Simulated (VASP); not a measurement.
Write the native input for VASP 6.6.1 that does the following.

- Task: relaxation of cell and atoms
- Functional: PBE
- Potentials or basis: VASP PAW PBE potentials, release 64 (Hf_pv, O)
- Cutoff: 600 eV
- k mesh: 6 × 6 × 4
- Occupations: gaussian, width 0.02 eV
- Spin: no spin polarisation
- Target pressure: 20 GPa
- Dipole correction: no
- Further INCAR settings: ALGO = Normal; EDIFF = 1e-06; IBRION = 2; EDIFFG = -0.008; NSW = 70; ISIF = 3

The structure of HfO2 lies in POSCAR:

```
HfO2
1.0
    3.5076695115      0.0000000000      0.0000000000
    0.0000000000      3.5076695115      0.0000000000
    0.0000000000      0.0000000000      5.0594796084
Hf O
2 4
Direct
    0.5000000000      0.5000000000      0.5000000000
    0.0000000000      0.0000000000      0.0000000000
    0.0000000000      0.5000000000      0.7044890633
    0.5000000000      0.0000000000      0.7955109367
    0.5000000000      0.0000000000      0.2955109367
    0.0000000000      0.5000000000      0.2044890633
```

The input as run:

INCAR

```
  PREC = Accurate
  ENCUT = 600
  EDIFF = 1E-6
  ISMEAR = 0
  SIGMA = 0.02
  LREAL = F
  LASPH = T
  NELM = 60
  ALGO = Normal
  ISIF = 3
  LWAVE = F
  LCHARG = F
  GGA = PE
  IBRION = 2
  NSW = 70
  EDIFFG = -0.008
  PSTRESS = 200.0
```

KPOINTS

```
Automatic mesh
0
Gamma
  6 6 4
```

Potentials or basis: VASP PAW PBE potentials, release 64 (Hf_pv, O).

Command:

```console
$ cat potpaw_PBE.64/Hf_pv/POTCAR potpaw_PBE.64/O/POTCAR > POTCAR
$ mpirun -np 1 vasp_std > vasp.out
```

Results of the run:

```
Relaxed volume                                             : 10.26 Å³/atom
Relaxed cell                                               : a = 3.505 Å, b = 3.505 Å, c = 5.009 Å, α = 90.00°, β = 90.00°, γ = 90.00°
Space group after relaxing (to 0.1 Å)                      : P4_2/nmc (No. 137)
Energy change on relaxing (the run minimises the enthalpy) : +11.0 meV/atom
Ionic steps                                                : 9
Pressure after relaxing                                    : 20.0 GPa
Band gap on the k mesh                                     : 4.57 eV (least direct gap 4.80 eV)
```

Caveat: the cell is relaxed towards a set pressure, so the run minimises the enthalpy, not the energy; spin-orbit coupling is left out, which moves the levels of the heavy elements.

Wall time 7.6 min on 1 thread of AMD EPYC 7R43 64-Core Processor (Zen 3), on a shared host, peak memory 0.16 GiB.
